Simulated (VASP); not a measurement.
Runs of VASP 6.6.1 on SrTiO3. The structure is that of space group Pm-3m (No. 221), or close to it. The cells are those of the table. 

```tsv
task	cell	gap on the mesh (eV)	pressure (GPa)
single point	a = 3.956 Å, 5 atoms	1.84	-1.9
electric field gradients	a = 3.918 Å, 5 atoms	1.90	3.1
electric field gradients	a = 3.879 Å, 5 atoms	1.96	9.0
electric field gradients	a = 3.956 Å, 5 atoms	1.84	-1.9
single point	a = 3.879 Å, 5 atoms	1.96	9.0
single point	a = 3.918 Å, 5 atoms	1.90	3.1
electric field gradients	a = 3.825 Å, 5 atoms	2.04	(a)
```

Alike in all rows: level PBE; potentials or basis VASP PAW PBE potentials, release 64 (Sr_sv, Ti_sv, O); no spin polarisation; k mesh 7 × 7 × 7; cutoff (eV) 520; smearing fermi-dirac 0.05 eV.

Task: Fill in the values left out.

Result: (a) 18.5.

Caveats: an odd mesh through Γ misses points on the zone boundary, where band edges can lie; the cell stands under pressure (at least some runs).

A k mesh can miss the band edges, and the runs leave out spin-orbit coupling on Sr.
